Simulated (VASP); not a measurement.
# Ta4N3 (I4/mmm) in VASP: further runs, part 2 of 2

VASP 6.6.1. Earlier steps stand in the parts before.

### 3 Single point, r2SCAN (12.93 Å³/atom)

This run uses another cell than the first one, of 12.93 Å³/atom.

Contents of POSCAR:

```
Ta4N3
1.0
   -2.2592624103      2.2592624103      4.4343907499
    2.2592624103     -2.2592624103      4.4343907499
    2.2592624103      2.2592624103     -4.4343907499
Ta N
4 3
Direct
    0.0000000000      0.5000000000      0.5000000000
    0.2707490905      0.2707490905      0.0000000000
    0.5000000000      0.0000000000      0.5000000000
    0.7292509095      0.7292509095      0.0000000000
    0.7500000000      0.2500000000      0.5000000000
    0.0000000000      0.0000000000      0.0000000000
    0.2500000000      0.7500000000      0.5000000000
```

Contents of INCAR.step1:

```
SYSTEM = Ta4N3
PREC     = Accurate       ! precision mode
ENCUT    = 520            ! plane-wave cutoff, eV
ISMEAR   = 0              ! smearing method
SIGMA    = 0.1            ! smearing width, eV
LREAL    = .FALSE.        ! projectors in reciprocal space
LASPH    = .TRUE.         ! aspherical terms in the spheres
NELM     = 100            ! most SCF steps
NBANDS   = 38             ! bands
GGA      = PE             ! functional
ALGO     = Normal         ! electronic algorithm
EDIFF    = 1E-4           ! SCF threshold, eV
LWAVE    = .TRUE.         ! write WAVECAR
LCHARG   = .FALSE.        ! write CHGCAR
```

Contents of INCAR.step2:

```
SYSTEM = Ta4N3
PREC     = Accurate       ! precision mode
ENCUT    = 520            ! plane-wave cutoff, eV
EDIFF    = 1E-6           ! SCF threshold, eV
ISMEAR   = 0              ! smearing method
SIGMA    = 0.1            ! smearing width, eV
LREAL    = .FALSE.        ! projectors in reciprocal space
LASPH    = .TRUE.         ! aspherical terms in the spheres
NELM     = 100            ! most SCF steps
ALGO     = Normal         ! electronic algorithm
ISIF     = 2              ! what is computed and relaxed
LWAVE    = .FALSE.        ! write WAVECAR
LCHARG   = .FALSE.        ! write CHGCAR
METAGGA  = R2SCAN         ! meta-GGA
LMIXTAU  = .TRUE.       
NBANDS   = 38             ! bands
ISTART   = 1
```

Contents of KPOINTS:

```
regular mesh
0
G
  12 12 12
  0 0 0
```

Potentials or basis: VASP PAW PBE potentials, release 64 (Ta_pv, N).

Launch:

```bash
$ cat potpaw_PBE.64/Ta_pv/POTCAR potpaw_PBE.64/N/POTCAR > POTCAR
$ cp INCAR.step1 INCAR
$ mpirun -np 1 vasp_std > vasp.out
$ cp INCAR.step2 INCAR
$ mpirun -np 1 vasp_std > vasp.out
```

OUTCAR:

```text
SYSTEM = Ta4N3
   PREC = Accurate
   ENCUT = 520
   EDIFF = 1E-6
   ISMEAR = 0
   LREAL = .FALSE.
   LASPH = .TRUE.
   NELM = 100
   ISIF = 2
   METAGGA = R2SCAN
   ISTART = 1

 ion  position               nearest neighbor table
   1  0.000  0.500  0.500-   5 2.22   7 2.22   6 2.26   6 2.26   4 3.04   4 3.04   2 3.04   2 3.04
                             3 3.20   3 3.20   3 3.20   3 3.20   2 3.30   4 3.30   2 3.30   4 3.30
   2  0.271  0.271  0.000-   5 2.27   7 2.27   7 2.27   5 2.27   6 2.40   1 3.04   3 3.04   3 3.04
                             1 3.04   4 3.22   4 3.22   4 3.22   4 3.22   3 3.30   3 3.30   1 3.30
   3  0.500  0.000  0.500-   5 2.22   7 2.22   6 2.26   6 2.26   4 3.04   4 3.04   2 3.04   2 3.04
                             1 3.20   1 3.20   1 3.20   1 3.20   4 3.30   4 3.30   2 3.30   2 3.30
   4  0.729  0.729  0.000-   7 2.27   5 2.27   5 2.27   7 2.27   6 2.40   3 3.04   1 3.04   3 3.04
                             1 3.04   2 3.22   2 3.22   2 3.22   2 3.22   3 3.30   1 3.30   1 3.30
   5  0.750  0.250  0.500-   1 2.22   3 2.22   2 2.27   4 2.27   2 2.27   4 2.27
   6  0.000  0.000  0.000-   1 2.26   3 2.26   1 2.26   3 2.26   2 2.40   4 2.40
   7  0.250  0.750  0.500-   1 2.22   3 2.22   2 2.27   4 2.27   2 2.27   4 2.27

  LATTYP: Found a body centered tetragonal cell.
 ALAT       =     4.5185248206
 C/A-ratio  =     1.9627603813

  Lattice vectors:

 A1 = (  -2.2592624103,   2.2592624103,   4.4343907499)
 A2 = (   2.2592624103,  -2.2592624103,   4.4343907499)
 A3 = (   2.2592624103,   2.2592624103,  -4.4343907499)

Analysis of symmetry for initial positions (statically):
=====================================================================
 Subroutine PRICEL returns:
 Original cell was already a primitive cell.

 Routine SETGRP: Setting up the symmetry group for a
 body centered tetragonal supercell.

 Subroutine GETGRP returns: Found 16 space group operations
 (whereof 16 operations were pure point group operations)
 out of a pool of 16 trial point group operations.

The static configuration has the point symmetry D_4h.

Analysis of symmetry for dynamics (positions and initial velocities):
=====================================================================
 Subroutine PRICEL returns:
 Original cell was already a primitive cell.

 Routine SETGRP: Setting up the symmetry group for a
 body centered tetragonal supercell.

 Subroutine GETGRP returns: Found 16 space group operations
 (whereof 16 operations were pure point group operations)
 out of a pool of 16 trial point group operations.

The dynamic configuration has the point symmetry D_4h.

 Subroutine INISYM returns: Found 16 space group operations
 (whereof 16 operations are pure point group operations),
 and found     1 'primitive' translations

----------------------------------------------------------------------------------------

                                     Primitive cell

  volume of cell :      90.5373

  direct lattice vectors                    reciprocal lattice vectors
    -2.259262410  2.259262410  4.434390750     0.000000000  0.221311167  0.112755061
     2.259262410 -2.259262410  4.434390750     0.221311167  0.000000000  0.112755061
     2.259262410  2.259262410 -4.434390750     0.221311167  0.221311167  0.000000000

  length of vectors
     5.465560776  5.465560776  5.465560776     0.248379420  0.248379420  0.312981254

  position of ions in fractional coordinates (direct lattice)
[... 48 lines left out ...]
  0.166667 -0.000000  0.000000      8.000000
  0.250000  0.000000  0.000000      8.000000
  0.333333  0.000000 -0.000000      8.000000
  0.416667  0.000000  0.000000      8.000000
[... 16 lines left out ...]
  0.500000  0.166667 -0.000000     16.000000
 -0.416667  0.166667 -0.000000     16.000000
 [... further k-points ...]
   k-points           NKPTS =    163   k-points in BZ     NKDIM =    163   number of bands    NBANDS=     38
   number of dos      NEDOS =    301   number of ions     NIONS =      7
   total plane-waves  NPLWV =  74088
   dimension x,y,z NGX =    42 NGY =   42 NGZ =   42
   dimension x,y,z NGXF=    84 NGYF=   84 NGZF=   84
   ions per type =               4   3
   NGX,Y,Z   is equivalent  to a cutoff of  12.78, 12.78, 12.78 a.u.
   NGXF,Y,Z  is equivalent  to a cutoff of  25.55, 25.55, 25.55 a.u.
 SYSTEM =  Ta4N3
   PREC   = accura    normal or accurate (medium, high low for compatibility)
   ISTART =      1    job   : 0-new  1-cont  2-samecut
   ICHARG =      0    charge: 1-file 2-atom 10-const
   ISPIN  =      1    spin polarized calculation?
   LNONCOLLINEAR =      F non collinear calculations
   LSORBIT =      F    spin-orbit coupling
   LASPH  =      T    aspherical Exc in radial PAW
   ENCUT  =  520.0 eV  38.22 Ry    6.18 a.u.  10.16 10.16 10.16*2*pi/ulx,y,z
   NELM   =    100;   NELMIN=  2; NELMDL=  0     # of ELM steps
   EDIFF  = 0.1E-05   stopping-criterion for ELM
   LREAL  =      F    real-space projection
   EDIFFG = 0.1E-04   stopping-criterion for IOM
   NSW    =      0    number of steps for IOM
   IBRION =     -1    ionic relax: 0-MD 1-quasi-New 2-CG
   NFREE  =      0    steps in history (QN), initial steepest desc. (CG)
   ISIF   =      2    stress and relaxation
   ISYM   =      2    0-nonsym 1-usesym 2-fastsym
   POTIM  = 0.5000    time-step for ionic-motion
   TEBEG  =    0.0;   TEEND  =   0.0 temperature during run
   PSTRESS=    0.0 pullay stress
   NELECT =      59.0000    total number of electrons
   NUPDOWN=      -1.0000    fix difference up-down
   EMIN   =  10.00;   EMAX   =-10.00  energy-range for DOS
   EFERMI =   0.00;   METHOD = LEGACY
   ISMEAR =     0;   SIGMA  =   0.10  broadening in eV -4-tet -1-fermi 0-gaus
   EFERMI_NEDOS =   21; number of points for ismear=-14 and -15
   IALGO  =     38    algorithm
   IMIX   =      4    mixing-type and parameters
     AMIX     =   0.40;   BMIX     =  1.00
     AMIX_MAG =   1.60;   BMIX_MAG =  1.00
  volume/ion in A,a.u.               =      12.93        87.28
  Fermi-wavevector in a.u.,A,eV,Ry     =   1.419329  2.682143 27.408865  2.014495
  Thomas-Fermi vector in A             =   2.540361
   LORBIT       =      0    0 simple, 1 ext, 2 COOP (PROOUT), +10 PAW based schemes
   METAGGA = R2SCAN    functional components
   LHFCALC =     F    Hartree Fock is set to
   AEXX    =    0.0000 exact exchange contribution
   IVDW    =     0    specifies the selected vdW correction
   LEPSILON=     F    determine dielectric tensor
   LRPA    =     F    only Hartree local field effects (RPA)
 non-spin polarized calculation
 Gauss-broadening in eV      SIGMA  =   0.10
  energy-cutoff  :      520.00
  volume of cell :       90.54
 maximum number of plane-waves:      2464
 NGX is ok and might be reduce to    42
   NGX = 21   NGY = 21   NGZ = 21

 number of electron      58.9999997 magnetization

 Free energy of the ion-electron system (eV)
  ---------------------------------------------------
  ext. energy  EPLUGINS =         0.00000000
  ---------------------------------------------------
  free energy    TOTEN  =      -228.51989382 eV

  energy without entropy =     -228.50960337  energy(sigma->0) =     -228.51474859

 E-fermi :   7.2958     XC(G=0): -13.6849

 val. band max:        7.2944120358   @ k =  -0.1667   0.2500   0.1667
 cond. band min:       7.2990144820   @ k =  -0.2500  -0.3333   0.1667
 fundamental gap:      0.0046024462
 Fermi energy:         7.2957774684

 k-point     1 :       0.0000    0.0000    0.0000
  band No.  band energies     occupation
      1     -29.7997      2.00000
      2     -29.7997      2.00000
      3     -29.6963      2.00000
      4     -29.5804      2.00000
      5     -29.5804      2.00000
      6     -29.4378      2.00000
[... 973 lines left out ...]
     37      10.0435      0.00000
     38      10.9182      0.00000

 [... further k-points ...]
[... 5 lines left out ...]
  --------------------------------------------------------------------------------------
  -------------------------------------------------------------------------------------
  Total      -13.7242630    -13.7242630    -13.7218422      0.0000000      0.0000000     -0.0000000
  in kB     -242.8691266   -242.8691266   -242.8262869      0.0000000      0.0000000     -0.0000000
  external PRESSURE =    -242.8548467 kB  Pullay stress =       0.0000000 kB

 VOLUME and BASIS-vectors are now :
 -----------------------------------------------------------------------------
  energy-cutoff  :      520.00
  volume of cell :       90.54
      direct lattice vectors                 reciprocal lattice vectors
    -2.259262410  2.259262410  4.434390750     0.000000000  0.221311167  0.112755061
     2.259262410 -2.259262410  4.434390750     0.221311167  0.000000000  0.112755061
     2.259262410  2.259262410 -4.434390750     0.221311167  0.221311167  0.000000000

 POSITION                                       TOTAL-FORCE (eV/Angst)
 -----------------------------------------------------------------------------------
      2.25926      0.00000      0.00000         0.000000      0.000000      0.000000
      0.00000      0.00000      2.40121        -0.000000     -0.000000      0.048613
      0.00000      2.25926      0.00000         0.000000      0.000000      0.000000
      0.00000      0.00000      6.46757         0.000000      0.000000     -0.048613
      0.00000      2.25926      2.21720         0.000000      0.000000     -0.000000
      0.00000      0.00000      0.00000         0.000000      0.000000      0.000000
      2.25926      0.00000      2.21720         0.000000      0.000000     -0.000000
 -----------------------------------------------------------------------------------
    total drift:                                0.000000      0.000000     -0.000000

  FREE ENERGIE OF THE ION-ELECTRON SYSTEM (eV)
  ---------------------------------------------------
  free  energy   TOTEN  =      -228.5198938158 eV

  energy  without entropy=     -228.5096033650  energy(sigma->0) =     -228.51474859
```

Wall time 49 min (1 thread of Oxide Virtual Turin-like, shared host); peak memory 0.55 GiB.

Results:

- Free energy: -228.5199 eV
- Pressure: -24.3 GPa
- Largest force: 0.049 eV/Å
- Band gap on the k mesh: zero (an odd number of electrons rules out a gap without spin polarisation)

Forces in eV/Å, atoms in the order of the input:
```
Ta   0.000  0.000  0.000
Ta   0.000  0.000  0.049
Ta   0.000  0.000  0.000
Ta   0.000  0.000 -0.049
N    0.000  0.000  0.000
N    0.000  0.000  0.000
N    0.000  0.000  0.000
```

Caveat: the cell stands under tension; the PAW data sets were made with another functional, which shifts forces and pressure a little; spin-orbit coupling is left out, which moves the levels of the heavy elements.

### 4 Single point, r2SCAN

This run uses another cell than the first one, of 11.76 Å³/atom.

Contents of POSCAR:

```
Ta4N3
1.0
   -2.1900881922      2.1900881922      4.2899419987
    2.1900881922     -2.1900881922      4.2899419987
    2.1900881922      2.1900881922     -4.2899419987
Ta N
4 3
Direct
    0.0000000000      0.5000000000      0.5000000000
    0.2681744161      0.2681744161      0.0000000000
    0.5000000000      0.0000000000      0.5000000000
    0.7318255839      0.7318255839      0.0000000000
    0.7500000000      0.2500000000      0.5000000000
    0.0000000000      0.0000000000      0.0000000000
    0.2500000000      0.7500000000      0.5000000000
```

Contents of INCAR.step1:

```
SYSTEM = Ta4N3
ALGO = Normal
EDIFF = 1E-4
ENCUT = 520
GGA = PE
ISMEAR = 0
LASPH = .TRUE.
LCHARG = .FALSE.
LREAL = .FALSE.
LWAVE = .TRUE.
NBANDS = 38
NELM = 60
PREC = Accurate
SIGMA = 0.1
```

Contents of INCAR.step2:

```
SYSTEM = Ta4N3
ALGO = Normal
EDIFF = 1E-7
ENCUT = 520
ISIF = 2
ISMEAR = 0
ISTART = 1
LASPH = .TRUE.
LCHARG = .FALSE.
LMIXTAU = .TRUE.
LREAL = .FALSE.
LWAVE = .FALSE.
METAGGA = R2SCAN
NBANDS = 38
NELM = 60
PREC = Accurate
SIGMA = 0.1
```

Contents of KPOINTS:

```
k-points
0
G
  12 12 12
  0 0 0
```

Launch:

```bash
$ cat potpaw_PBE.64/Ta_pv/POTCAR potpaw_PBE.64/N/POTCAR > POTCAR
$ cp INCAR.step1 INCAR
$ mpirun -np 1 vasp_std > vasp.out
$ cp INCAR.step2 INCAR
$ mpirun -np 1 vasp_std > vasp.out
```

It took 88 min on 1 thread of Oxide Virtual Turin-like, shared host; peak memory 0.5 GiB.

Results (log left out):

- Free energy: -229.1561 eV
- Pressure: 1.5 GPa
- Largest force: 0.061 eV/Å
- Band gap on the k mesh: zero (an odd number of electrons rules out a gap without spin polarisation)

Forces on the atoms (eV/Å):
```
Ta   0.000  0.000  0.000
Ta   0.000  0.000  0.061
Ta   0.000  0.000  0.000
Ta   0.000  0.000 -0.061
N    0.000  0.000  0.000
N    0.000  0.000  0.000
N    0.000  0.000  0.000
```

Levels at points of the mesh, in eV from the Fermi level:
| k point | band 28 | band 29 | band 30 | band 31 | band 32 | band 33 |
| --- | --- | --- | --- | --- | --- | --- |
| (0.00, 0.00, 0.00) | -1.28 | -0.76 | -0.70 | -0.70 | 1.08 | 1.10 |
| (0.50, 0.00, 0.00) | -1.43 | -0.49 | 0.14 | 0.70 | 1.08 | 1.51 |
| (0.50, 0.50, 0.00) | -1.81 | 1.30 | 1.41 | 1.46 | 2.25 | 2.42 |
| (0.50, 0.50, 0.50) | -3.52 | -2.84 | 0.65 | 0.65 | 1.79 | 2.57 |

Caveat: the PAW data sets were made with another functional, which shifts forces and pressure a little; spin-orbit coupling is left out, which moves the levels of the heavy elements.

### 5 Summary

```tsv
cell	gap on the mesh (eV)	pressure (GPa)	largest force (eV/Å)
a = 5.319 Å, angles 131.1, 131.1, 71.7°, 7 atoms, atomic positions A	none	-3.9	0.05
a = 5.466 Å, angles 131.2, 131.2, 71.5°, 7 atoms, atomic positions B	none	-24.3	0.05
a = 5.291 Å, angles 131.1, 131.1, 71.7°, 7 atoms, atomic positions C	none	1.5	0.06
```

Alike in all rows: task single point; level r2SCAN; potentials or basis VASP PAW PBE potentials, release 64 (Ta_pv, N); no spin polarisation; k mesh 12 × 12 × 12; cutoff (eV) 520; smearing gaussian 0.1 eV.

Caveats: the PAW data sets were made with another functional, which shifts forces and pressure a little; spin-orbit coupling is left out, which moves the levels of the heavy elements; the cell stands under tension (at least some runs).

Absolute energies hang on the potentials; compare differences alone.
